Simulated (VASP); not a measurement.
# TaN (P-62m) in VASP: further runs

TaN is run at these levels: r2SCAN+U; tasks: single point.

All numbers are computed with VASP 6.6.1; they aren't measurements. Logs are shortened: lines on timing, memory, paths and dates and some standing lists are left out, and cuts for length are marked.

## (1) The cell of the first run

It takes space group P-62m (No. 189, hexagonal). Conventional cell: a = 5.196 Å, b = 5.196 Å, c = 2.911 Å, α = 90.00°, β = 90.00°, γ = 120.00°. Within 3.0 Å of Ta (site symmetry -6) lie 6 N at 2.16 Å and 5 Ta at 2.91 to 3.00 Å. Within 2.7 Å of Ta (site symmetry -62m) lie 3 N at 2.04 Å. Within 3.0 Å of N (site symmetry m2m) lie 5 Ta at 2.04 to 2.16 Å and 6 N at 2.77 to 2.91 Å.

## (2) Single point, r2SCAN+U, collinear spin

Input file POSCAR:

```
TaN
1.0
    5.1960001500      0.0000000000      0.0000000000
   -2.5980000800      4.4998681300      0.0000000000
    0.0000000000      0.0000000000      2.9109996000
Ta N
3 3
Direct
    0.3333333333      0.6666666667      0.5000000000
    0.6666666667      0.3333333333      0.5000000000
    0.0000000000      0.0000000000      0.0000000000
    0.3928500000      0.0000000000      0.0000000000
    0.6071500000      0.6071500000      0.0000000000
    0.0000000000      0.3928500000      0.0000000000
```

Input file INCAR.step1:

```
PREC = Accurate
ENCUT = 520
ISMEAR = 0
SIGMA = 0.05
LREAL = F
LASPH = T
NELM = 150
ISPIN = 2
MAGMOM = 2 2 2 0 0 0
LMAXMIX = 4
LDAU = T
LDAUTYPE = 2
LDAUL = 2 -1
LDAUU = 2 0
LDAUJ = 0 0
NBANDS = 37
GGA = PE
ALGO = Normal
EDIFF = 1E-4
LWAVE = T
LCHARG = F
```

Input file INCAR.step2:

```
PREC = Accurate
ENCUT = 520
EDIFF = 1E-7
ISMEAR = 0
SIGMA = 0.05
LREAL = F
LASPH = T
NELM = 150
ALGO = Normal
ISIF = 2
LWAVE = F
LCHARG = F
ISPIN = 2
MAGMOM = 2 2 2 0 0 0
LORBIT = 11
LMAXMIX = 4
LDAU = T
LDAUTYPE = 2
LDAUL = 2 -1
LDAUU = 2 0
LDAUJ = 0 0
LDAUPRINT = 1
METAGGA = R2SCAN
LMIXTAU = T
NBANDS = 37
ISTART = 1
```

Input file KPOINTS:

```
Automatic mesh
0
Gamma
  4 4 6
```

Potentials or basis: VASP PAW PBE potentials, release 64 (Ta_pv, N).

Command:

```
$ cat potpaw_PBE.64/Ta_pv/POTCAR potpaw_PBE.64/N/POTCAR > POTCAR
$ cp INCAR.step1 INCAR
$ mpirun -np 1 vasp_std > vasp.out
$ cp INCAR.step2 INCAR
$ mpirun -np 1 vasp_std > vasp.out
```

OUTCAR:

```text
PREC = Accurate
   ENCUT = 520
   EDIFF = 1E-7
   ISMEAR = 0
   LREAL = F
   LASPH = T
   NELM = 150
   ISIF = 2
   ISPIN = 2
   LORBIT = 11
   METAGGA = R2SCAN
   ISTART = 1

 ion  position               nearest neighbor table
   1  0.333  0.667  0.500-   6 2.16   6 2.16   5 2.16   5 2.16   4 2.16   4 2.16   2 3.00   2 3.00
                             2 3.00   3 3.33   3 3.33   3 3.33   3 3.33   3 3.33   3 3.33
   2  0.667  0.333  0.500-   6 2.16   6 2.16   4 2.16   4 2.16   5 2.16   5 2.16   1 3.00   1 3.00
                             1 3.00   3 3.33   3 3.33   3 3.33   3 3.33   3 3.33   3 3.33
   3  0.000  0.000  0.000-   5 2.04   4 2.04   6 2.04   2 3.33   2 3.33   1 3.33   1 3.33   1 3.33
                             2 3.33   2 3.33   1 3.33   2 3.33   2 3.33   1 3.33   1 3.33
   4  0.393  0.000  0.000-   3 2.04   2 2.16   2 2.16   1 2.16   1 2.16
   5  0.607  0.607  0.000-   3 2.04   1 2.16   1 2.16   2 2.16   2 2.16
   6  0.000  0.393  0.000-   3 2.04   2 2.16   2 2.16   1 2.16   1 2.16

  LATTYP: Found a hexagonal cell.
 ALAT       =     5.1960001500
 C/A-ratio  =     0.5602385520

  Lattice vectors:

 A1 = (   5.1960001500,   0.0000000000,   0.0000000000)
 A2 = (  -2.5980000800,   4.4998681300,   0.0000000000)
 A3 = (   0.0000000000,   0.0000000000,   2.9109996000)

Analysis of symmetry for initial positions (statically):
=====================================================================
 Subroutine PRICEL returns:
 Original cell was already a primitive cell.

 Routine SETGRP: Setting up the symmetry group for a
 hexagonal supercell.

 Subroutine GETGRP returns: Found 12 space group operations
 (whereof 12 operations were pure point group operations)
 out of a pool of 24 trial point group operations.

The static configuration has the point symmetry D_3h.

Analysis of symmetry for dynamics (positions and initial velocities):
=====================================================================
 Subroutine PRICEL returns:
 Original cell was already a primitive cell.

 Routine SETGRP: Setting up the symmetry group for a
 hexagonal supercell.

 Subroutine GETGRP returns: Found 12 space group operations
 (whereof 12 operations were pure point group operations)
 out of a pool of 24 trial point group operations.

The dynamic configuration has the point symmetry D_3h.

Analysis of structural, dynamic, and magnetic symmetry:
=====================================================================
 Subroutine PRICEL returns:
 Original cell was already a primitive cell.

 Routine SETGRP: Setting up the symmetry group for a
 hexagonal supercell.

 Subroutine GETGRP returns: Found 12 space group operations
 (whereof 12 operations were pure point group operations)
 out of a pool of 24 trial point group operations.

The overall configuration has the point symmetry D_3h.

 Subroutine INISYM returns: Found 12 space group operations
 (whereof 12 operations are pure point group operations),
 and found     1 'primitive' translations

----------------------------------------------------------------------------------------

                                     Primitive cell

  volume of cell :      68.0630

  direct lattice vectors                    reciprocal lattice vectors
     5.196000150  0.000000000  0.000000000     0.192455730  0.111114367  0.000000000
    -2.598000080  4.499868130  0.000000000     0.000000000  0.222228735  0.000000000
     0.000000000  0.000000000  2.910999600     0.000000000  0.000000000  0.343524609

  length of vectors
     5.196000150  5.196000154  2.910999600     0.222228735  0.222228735  0.343524609

  position of ions in fractional coordinates (direct lattice)
     0.333333333  0.666666667  0.500000000
     0.666666667  0.333333333  0.500000000
     0.000000000  0.000000000  0.000000000
     0.392850000  0.000000000  0.000000000
     0.607150000  0.607150000  0.000000000
     1.000000000  0.392850000  0.000000000

  ion indices of the primitive-cell ions
   primitive index   ion index
                 1           1
                 2           2
                 3           3
                 4           4
                 5           5
                 6           6

----------------------------------------------------------------------------------------

 KPOINTS: Automatic mesh

Automatic generation of k-mesh.
[... 48 lines left out ...]
   PREC   = accura    normal or accurate (medium, high low for compatibility)
   ISTART =      1    job   : 0-new  1-cont  2-samecut
   ICHARG =      0    charge: 1-file 2-atom 10-const
   ISPIN  =      2    spin polarized calculation?
   LNONCOLLINEAR =      F non collinear calculations
   LSORBIT =      F    spin-orbit coupling
   LASPH  =      T    aspherical Exc in radial PAW
   ENCUT  =  520.0 eV  38.22 Ry    6.18 a.u.   9.66  9.66  5.41*2*pi/ulx,y,z
   NELM   =    150;   NELMIN=  2; NELMDL=  0     # of ELM steps
   EDIFF  = 0.1E-06   stopping-criterion for ELM
   LREAL  =      F    real-space projection
   EDIFFG = 0.1E-05   stopping-criterion for IOM
   NSW    =      0    number of steps for IOM
   IBRION =     -1    ionic relax: 0-MD 1-quasi-New 2-CG
   NFREE  =      0    steps in history (QN), initial steepest desc. (CG)
   ISIF   =      2    stress and relaxation
   ISYM   =      2    0-nonsym 1-usesym 2-fastsym
   POTIM  = 0.5000    time-step for ionic-motion
   TEBEG  =    0.0;   TEEND  =   0.0 temperature during run
   PSTRESS=    0.0 pullay stress
   NELECT =      48.0000    total number of electrons
   NUPDOWN=      -1.0000    fix difference up-down
   EMIN   =  10.00;   EMAX   =-10.00  energy-range for DOS
   EFERMI =   0.00;   METHOD = LEGACY
   ISMEAR =     0;   SIGMA  =   0.05  broadening in eV -4-tet -1-fermi 0-gaus
   EFERMI_NEDOS =   21; number of points for ismear=-14 and -15
   IALGO  =     38    algorithm
   IMIX   =      4    mixing-type and parameters
     AMIX     =   0.40;   BMIX     =  1.00
     AMIX_MAG =   1.60;   BMIX_MAG =  1.00
  volume/ion in A,a.u.               =      11.34        76.55
  Fermi-wavevector in a.u.,A,eV,Ry     =   1.457197  2.753703 28.890918  2.123423
  Thomas-Fermi vector in A             =   2.574026
   LORBIT       =     11    0 simple, 1 ext, 2 COOP (PROOUT), +10 PAW based schemes
 LDA+U is selected, type is set to LDAUTYPE =  2
   angular momentum for each species LDAUL =     2   -1
   U (eV)           for each species LDAUU =   2.0  0.0
   J (eV)           for each species LDAUJ =   0.0  0.0
   METAGGA = R2SCAN    functional components
   LHFCALC =     F    Hartree Fock is set to
   AEXX    =    0.0000 exact exchange contribution
   IVDW    =     0    specifies the selected vdW correction
   LEPSILON=     F    determine dielectric tensor
   LRPA    =     F    only Hartree local field effects (RPA)
 spin polarized calculation
 Gauss-broadening in eV      SIGMA  =   0.05
  energy-cutoff  :      520.00
  volume of cell :       68.06
 maximum number of plane-waves:      1858
 NGX is ok and might be reduce to    40
   NGX = 19   NGY = 19   NGZ = 11

 number of electron      48.0000002 magnetization       0.0000003

atom =   1  type =  1  l = 2

 onsite density matrix

spin component  1
[... 83 lines left out ...]
  o =  0.1891  v =  0.0000  0.0000  0.0000  0.0000  0.0000 -0.0000 -0.5583  0.0000 -0.8296  0.0000      0.0000  0.0000  0.0000  0.0000  0.0000  0.0000  0.0000  0.0000  0.0000  0.0000
  o =  0.1891  v =  0.0000  0.0000  0.0000  0.0000  0.0000 -0.0000  0.8296 -0.0000 -0.5583 -0.0000      0.0000  0.0000  0.0000  0.0000  0.0000  0.0000  0.0000  0.0000  0.0000  0.0000
  o =  0.1891  v = -0.0000 -0.5583 -0.0000 -0.8296 -0.0000  0.0000  0.0000  0.0000  0.0000  0.0000      0.0000  0.0000  0.0000  0.0000  0.0000  0.0000  0.0000  0.0000  0.0000  0.0000
  o =  0.1891  v = -0.0000  0.8296 -0.0000 -0.5583  0.0000  0.0000  0.0000  0.0000  0.0000  0.0000      0.0000  0.0000  0.0000  0.0000  0.0000  0.0000  0.0000  0.0000  0.0000  0.0000
  o =  0.2369  v =  0.0000  0.0000  0.0000  0.0000  0.0000 -0.0555  0.0000 -0.0000  0.0000  0.9985      0.0000  0.0000  0.0000  0.0000  0.0000  0.0000  0.0000  0.0000  0.0000  0.0000
  o =  0.2369  v =  0.0000  0.0000  0.0000  0.0000  0.0000  0.9985  0.0000 -0.0000 -0.0000  0.0555      0.0000  0.0000  0.0000  0.0000  0.0000  0.0000  0.0000  0.0000  0.0000  0.0000
  o =  0.2369  v = -0.0748 -0.0000 -0.0000  0.0000  0.9972  0.0000  0.0000  0.0000  0.0000  0.0000      0.0000  0.0000  0.0000  0.0000  0.0000  0.0000  0.0000  0.0000  0.0000  0.0000
  o =  0.2369  v =  0.9972 -0.0000 -0.0000 -0.0000  0.0748  0.0000  0.0000  0.0000  0.0000  0.0000      0.0000  0.0000  0.0000  0.0000  0.0000  0.0000  0.0000  0.0000  0.0000  0.0000
  o =  0.3389  v =  0.0000  0.0000  0.0000  0.0000  0.0000 -0.0000 -0.0000 -1.0000  0.0000 -0.0000      0.0000  0.0000  0.0000  0.0000  0.0000  0.0000  0.0000  0.0000  0.0000  0.0000
  o =  0.3389  v = -0.0000  0.0000 -1.0000  0.0000 -0.0000  0.0000  0.0000  0.0000  0.0000  0.0000      0.0000  0.0000  0.0000  0.0000  0.0000  0.0000  0.0000  0.0000  0.0000  0.0000

 number of electron      48.0000002 magnetization      -0.0000001

 Free energy of the ion-electron system (eV)
  ---------------------------------------------------
  ext. energy  EPLUGINS =         0.00000000
  ---------------------------------------------------
  free energy    TOTEN  =      -175.84118244 eV

  energy without entropy =     -175.83762563  energy(sigma->0) =     -175.83940403

 E-fermi :   8.6899     XC(G=0): -13.9977

 val. band max:        8.5587285206   @ k =   0.0000   0.0000   0.3333
 cond. band min:       8.7075388917   @ k =   0.2500  -0.0000   0.1667
 fundamental gap:      0.1488103711
 Fermi energy:         8.6899467021

 spin component 1

 k-point     1 :       0.0000    0.0000    0.0000
  band No.  band energies     occupation
      1     -29.4589      1.00000
      2     -29.4589      1.00000
      3     -29.0932      1.00000
      4     -29.0932      1.00000
      5     -28.8967      1.00000
      6     -28.7869      1.00000
[... 613 lines left out ...]
     35      14.9334      0.00000
     36      15.2729      0.00000
 Fermi energy:         8.6899467021

 spin component 2

 k-point     1 :       0.0000    0.0000    0.0000
  band No.  band energies     occupation
      1     -29.4589      1.00000
      2     -29.4589      1.00000
      3     -29.0932      1.00000
      4     -29.0932      1.00000
      5     -28.8967      1.00000
      6     -28.7869      1.00000
[... 613 lines left out ...]
     35      14.9334      0.00000
     36      15.2729      0.00000
 [bands above 36 left out]

------------------------ aborting loop because EDIFF is reached ----------------------------------------

  FORCE on cell =-STRESS in cart. coord.  units (eV):
  Direction    XX          YY          ZZ          XY          YZ          ZX
  --------------------------------------------------------------------------------------
  -------------------------------------------------------------------------------------
  Total        3.1793729      3.1793729      3.9206392     -0.0000000      0.0000000      0.0000000
  in kB       74.8412381     74.8412382     92.2903668     -0.0000001      0.0000000      0.0000000
  external PRESSURE =      80.6576144 kB  Pullay stress =       0.0000000 kB

 VOLUME and BASIS-vectors are now :
 -----------------------------------------------------------------------------
  energy-cutoff  :      520.00
  volume of cell :       68.06
      direct lattice vectors                 reciprocal lattice vectors
     5.196000150  0.000000000  0.000000000     0.192455730  0.111114367  0.000000000
    -2.598000080  4.499868130  0.000000000     0.000000000  0.222228735  0.000000000
     0.000000000  0.000000000  2.910999600     0.000000000  0.000000000  0.343524609

 POSITION                                       TOTAL-FORCE (eV/Angst)
 -----------------------------------------------------------------------------------
     -0.00000      2.99991      1.45550         0.000000     -0.000000     -0.000000
      2.59800      1.49996      1.45550         0.000000      0.000000     -0.000000
      0.00000      0.00000      0.00000         0.000000     -0.000000     -0.000000
      2.04125      0.00000      0.00000         0.108673      0.000000      0.000000
      1.57738      2.73209      0.00000        -0.054336     -0.094114      0.000000
     -1.02062      1.76777      0.00000        -0.054336      0.094114     -0.000000
 -----------------------------------------------------------------------------------
    total drift:                                0.000003      0.000006      0.000000

  FREE ENERGIE OF THE ION-ELECTRON SYSTEM (eV)
  ---------------------------------------------------
  free  energy   TOTEN  =      -175.8411824361 eV

  energy  without entropy=     -175.8376256262  energy(sigma->0) =     -175.83940403

 total charge

# of ion       s       p       d       tot
------------------------------------------
    1        0.309   6.274   2.298   8.881
    2        0.309   6.274   2.298   8.881
    3        0.356   6.239   2.333   8.928
    4        1.252   2.606   0.000   3.858
    5        1.252   2.606   0.000   3.858
    6        1.252   2.606   0.000   3.858
--------------------------------------------------
tot          4.729  26.606   6.928  38.263

 magnetization (x)

# of ion       s       p       d       tot
------------------------------------------
    1        0.000  -0.000   0.000   0.000
    2        0.000  -0.000   0.000   0.000
    3        0.000  -0.000   0.000   0.000
    4       -0.000  -0.000   0.000  -0.000
    5       -0.000  -0.000   0.000  -0.000
    6       -0.000  -0.000   0.000  -0.000
--------------------------------------------------
tot          0.000  -0.000   0.000   0.000
```

It took 4.8 min on 1 thread of Intel Xeon Platinum 8488C (Sapphire Rapids), shared host; peak memory 0.26 GiB.

What came out:

```yaml
Free_energy: -175.8412 eV
Pressure: 8.1 GPa
Largest_force: 0.109 eV/Å
Band_gap_on_the_k_mesh: zero (filled and empty bands overlap)
Net_moment: 0.00 μB per cell
Valence_electrons_inside_the_program's_atomic_spheres: Ta 8.88, 8.93 (each value once); N 3.86
```

Forces in eV/Å, atoms in the order of the input:
```
Ta   0.000  0.000  0.000
Ta   0.000  0.000  0.000
Ta   0.000  0.000  0.000
N    0.109  0.000  0.000
N   -0.054 -0.094  0.000
N   -0.054  0.094  0.000
```

Eigenvalues of the final occupation matrices:
| site | spin | trace | eigenvalues |
| --- | --- | --- | --- |
| site 1 d | 1 | 1.17 | 0.21 0.21 0.23 0.23 0.28 |
| site 1 d | 2 | 1.17 | 0.21 0.21 0.23 0.23 0.28 |
| site 2 d | 1 | 1.17 | 0.21 0.21 0.23 0.23 0.28 |
| site 2 d | 2 | 1.17 | 0.21 0.21 0.23 0.23 0.28 |
| site 3 d | 1 | 1.19 | 0.19 0.19 0.24 0.24 0.34 |
| site 3 d | 2 | 1.19 | 0.19 0.19 0.24 0.24 0.34 |

Caveat: the cell stands under pressure; the PAW data sets were made with another functional, which shifts forces and pressure a little; spin-orbit coupling is left out, which moves the levels of the heavy elements.

## (3) Single point, r2SCAN+U, collinear spin, zero start

POSCAR is that of step 2.

Input file INCAR.step1:

```
PREC = Accurate ; ENCUT = 520
ISMEAR = 0 ; SIGMA = 0.05
LREAL = False ; LASPH = True
NELM = 150 ; ISPIN = 2
MAGMOM = 0 0 0 0 0 0 ; LMAXMIX = 4
LDAU = True ; LDAUTYPE = 2
LDAUL = 2 -1 ; LDAUU = 2 0
LDAUJ = 0 0 ; NBANDS = 37
GGA = PE ; ALGO = Normal
EDIFF = 1E-4 ; LWAVE = True
LCHARG = False
```

Input file INCAR.step2:

```
PREC = Accurate ; ENCUT = 520
EDIFF = 1E-6 ; ISMEAR = 0
SIGMA = 0.05 ; LREAL = False
LASPH = True ; NELM = 150
ALGO = Normal ; ISIF = 2
LWAVE = False ; LCHARG = False
ISPIN = 2 ; MAGMOM = 0 0 0 0 0 0
LORBIT = 11 ; LMAXMIX = 4
LDAU = True ; LDAUTYPE = 2
LDAUL = 2 -1 ; LDAUU = 2 0
LDAUJ = 0 0 ; LDAUPRINT = 1
METAGGA = R2SCAN ; LMIXTAU = True
NBANDS = 37 ; ISTART = 1
```

KPOINTS is that of step 2.

Potentials or basis: VASP PAW PBE potentials, release 64 (Ta_pv, N).

Command:

```
$ cat potpaw_PBE.64/Ta_pv/POTCAR potpaw_PBE.64/N/POTCAR > POTCAR
$ cp INCAR.step1 INCAR
$ mpirun -np 1 vasp_std > vasp.out
$ cp INCAR.step2 INCAR
$ mpirun -np 1 vasp_std > vasp.out
```

OUTCAR:

```text
PREC = Accurate
   ENCUT = 520
   EDIFF = 1E-6
   ISMEAR = 0
   LREAL = False
   LASPH = True
   NELM = 150
   ISIF = 2
   ISPIN = 2
   LORBIT = 11
   METAGGA = R2SCAN
   ISTART = 1

 ion  position               nearest neighbor table
   1  0.333  0.667  0.500-   6 2.16   6 2.16   5 2.16   5 2.16   4 2.16   4 2.16   2 3.00   2 3.00
                             2 3.00   3 3.33   3 3.33   3 3.33   3 3.33   3 3.33   3 3.33
   2  0.667  0.333  0.500-   6 2.16   6 2.16   4 2.16   4 2.16   5 2.16   5 2.16   1 3.00   1 3.00
                             1 3.00   3 3.33   3 3.33   3 3.33   3 3.33   3 3.33   3 3.33
   3  0.000  0.000  0.000-   5 2.04   4 2.04   6 2.04   2 3.33   2 3.33   1 3.33   1 3.33   1 3.33
                             2 3.33   2 3.33   1 3.33   2 3.33   2 3.33   1 3.33   1 3.33
   4  0.393  0.000  0.000-   3 2.04   2 2.16   2 2.16   1 2.16   1 2.16
   5  0.607  0.607  0.000-   3 2.04   1 2.16   1 2.16   2 2.16   2 2.16
[... 1588 lines left out ...]
      2.04125      0.00000      0.00000         0.108666     -0.000000     -0.000000
      1.57738      2.73209      0.00000        -0.054333     -0.094107     -0.000000
     -1.02062      1.76777      0.00000        -0.054333      0.094107      0.000000
 -----------------------------------------------------------------------------------
    total drift:                                0.000003      0.000006      0.000000

  FREE ENERGIE OF THE ION-ELECTRON SYSTEM (eV)
  ---------------------------------------------------
  free  energy   TOTEN  =      -175.8411821956 eV

  energy  without entropy=     -175.8376257421  energy(sigma->0) =     -175.83940397

 total charge

# of ion       s       p       d       tot
------------------------------------------
    1        0.309   6.274   2.298   8.881
    2        0.309   6.274   2.298   8.881
    3        0.356   6.239   2.333   8.928
    4        1.252   2.606   0.000   3.858
    5        1.252   2.606   0.000   3.858
    6        1.252   2.606   0.000   3.858
--------------------------------------------------
tot          4.729  26.606   6.928  38.263

 magnetization (x)

# of ion       s       p       d       tot
------------------------------------------
    1        0.000   0.000   0.000   0.000
    2        0.000   0.000   0.000   0.000
    3       -0.000   0.000   0.000   0.000
    4        0.000  -0.000   0.000  -0.000
    5        0.000  -0.000   0.000  -0.000
    6        0.000  -0.000   0.000  -0.000
--------------------------------------------------
tot          0.000  -0.000   0.000   0.000
```

Wall time 4.5 min (1 thread of Intel Xeon Platinum 8488C (Sapphire Rapids), shared host); peak memory 0.26 GiB.

Results:

```
Free energy                                           : -175.8412 eV
Pressure                                              : 8.1 GPa
Largest force                                         : 0.109 eV/Å
Band gap on the k mesh                                : zero (filled and empty bands overlap)
Net moment                                            : 0.00 μB per cell
Valence electrons inside the program's atomic spheres : Ta 8.88, 8.93 (each value once); N 3.86
```

Forces on the atoms (eV/Å):
```
Ta   0.000  0.000  0.000
Ta   0.000  0.000  0.000
Ta   0.000  0.000  0.000
N    0.109  0.000  0.000
N   -0.054 -0.094  0.000
N   -0.054  0.094  0.000
```

Eigenvalues of the final occupation matrices:
```tsv
site	spin	trace	eigenvalues
site 1 d	1	1.17	0.21 0.21 0.23 0.23 0.28
site 1 d	2	1.17	0.21 0.21 0.23 0.23 0.28
site 2 d	1	1.17	0.21 0.21 0.23 0.23 0.28
site 2 d	2	1.17	0.21 0.21 0.23 0.23 0.28
site 3 d	1	1.19	0.19 0.19 0.24 0.24 0.34
site 3 d	2	1.19	0.19 0.19 0.24 0.24 0.34
```

Caveat: the cell stands under pressure; the PAW data sets were made with another functional, which shifts forces and pressure a little; spin-orbit coupling is left out, which moves the levels of the heavy elements.

The gap in the log of VASP goes by the Fermi energy; the results here count the filled bands.